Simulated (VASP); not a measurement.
Crystal: MnO.

```
Mn O
1.0
     0.00000    1.86060    1.86060
     1.86060    0.00000    1.86060
     1.86060    1.86060    0.00000
Mn O
1 1
Cartesian
  0.0000 0.0000 0.0000
  1.8606 1.8606 1.8606
```

```yaml
Program: VASP 6.6.1
Task: relaxation of cell and atoms
Functional: PBE
Potentials_or_basis: VASP PAW PBE potentials, release 64 (Mn_pv, O)
Cutoff: 600 eV
k_mesh: 15 × 15 × 15
Occupations: fermi-dirac, width 0.1 eV
Spin: collinear spin, ferromagnetic start
Starting_moments: "[2.6, 0.0] μB"
```

At the start: pressure 157.7 GPa; volume 6.44 Å³/atom.

Question: Where does the relaxation end?

Answer: Over 4 steps the energy falls by 1376.0 meV/atom and the volume is 10.69 Å³/atom (+65.9 %); space group Fm-3m (No. 225, to 0.1 Å) before and after; moment 4.68 μB per cell.

Step by step:
```
step  energy change (eV)  largest force (eV/Å)  pressure (GPa)  volume (Å³)
   1              0.0000                0.0000          157.73        12.88
   2             -1.9302                0.0000          -31.67        28.69
   3             -2.7493                0.0000            2.35        21.02
   4             -2.7519                0.0000            0.04        21.37
```

Final structure:
```
Mn O
1.0
     0.00000    2.20266    2.20266
     2.20266    0.00000    2.20266
     2.20266    2.20266    0.00000
Mn O
1 1
Direct
  0.00000 0.00000 0.00000
  0.50000 0.50000 0.50000
```

Caveat: the volume moved by over 15 % at a fixed basis, so the end points are rough; a cell with one magnetic atom can't hold antiferromagnetic order, which such compounds often take.
